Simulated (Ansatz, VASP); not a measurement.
Si2N in VASP and in Ansatz

INCAR

```
ALGO = Normal
EDIFF = 1E-6
EDIFFG = -0.01
ENCUT = 600
GGA = PS
IBRION = 2
ISIF = 3
ISMEAR = 0
LASPH = T
LCHARG = F
LREAL = F
LWAVE = F
NELM = 100
NSW = 80
PREC = Accurate
SIGMA = 0.1
```

KPOINTS

```
k-points
0
Gamma
  6 6 14
```

File POSCAR:

```
Si2N
1.0
    6.3864928051      0.0000000000      0.0000000000
    0.0000000000      6.3864928051      0.0000000000
    0.0000000000      0.0000000000      2.5573134947
Si N
4 2
Direct
    0.3504415203      0.3504415203      0.0000000000
    0.6495584797      0.6495584797      0.0000000000
    0.8504415203      0.1495584797      0.5000000000
    0.1495584797      0.8504415203      0.5000000000
    0.0000000000      0.0000000000      0.0000000000
    0.5000000000      0.5000000000      0.5000000000
```

Input for Ansatz:

```yaml
crystal:
  lattice:
    - [6.3864928051, 0.0, 0.0]
    - [0.0, 6.3864928051, 0.0]
    - [0.0, 0.0, 2.5573134947]
  atoms:
    - { symbol: Si, position: [0.3504415203, 0.3504415203, 0.0] }
    - { symbol: Si, position: [0.6495584797, 0.6495584797, 0.0] }
    - { symbol: Si, position: [0.8504415203, 0.1495584797, 0.5] }
    - { symbol: Si, position: [0.1495584797, 0.8504415203, 0.5] }
    - { symbol: "N", position: [0.0, 0.0, 0.0] }
    - { symbol: "N", position: [0.5, 0.5, 0.5] }
basis:
  ecutwfc: 420
kpoints:
  mp_grid: { grid: [6, 6, 14] }
hamiltonian:
  xc: pbesol
scf:
  occupations: { method: gaussian, width: 0.1 }
output:
  forces: true
  stress: true
  eigenvalues: true
relax:
  adjacent_minimum: "off"
  f_tol: 0.01
  max_steps: 60
  cell: { stress_tol: 0.1 }
```

Alike in both runs: task relaxation of cell and atoms; functional PBEsol; k mesh 6 × 6 × 14; occupations gaussian, width 0.1 eV; no spin polarisation.

|  | VASP | Ansatz |
| --- | --- | --- |
| version | VASP 6.6.1 | Ansatz 0.2.0 |
| potentials or method | VASP PAW PBE potentials, release 64 (Si, N), cutoff 600 eV | scalar-relativistic, plane waves, PAW |
| valence electrons in the cell | 26 | 26 |

|  | VASP | Ansatz | Ansatz less VASP |
| --- | --- | --- | --- |
| gap on the k mesh at the Fermi level, each at its own relaxed structure (eV) | none | none | - |
| relaxed volume (Å³/atom) | 17.32 | 17.38 | +0.057 |
| relaxed cell length with the largest relative difference (Å) | 6.390 | 6.402 | +0.0125 |

VASP's potentials were made for PBE, not for PBEsol. A gap of «none» marks a metal or a gap that the smearing closes.
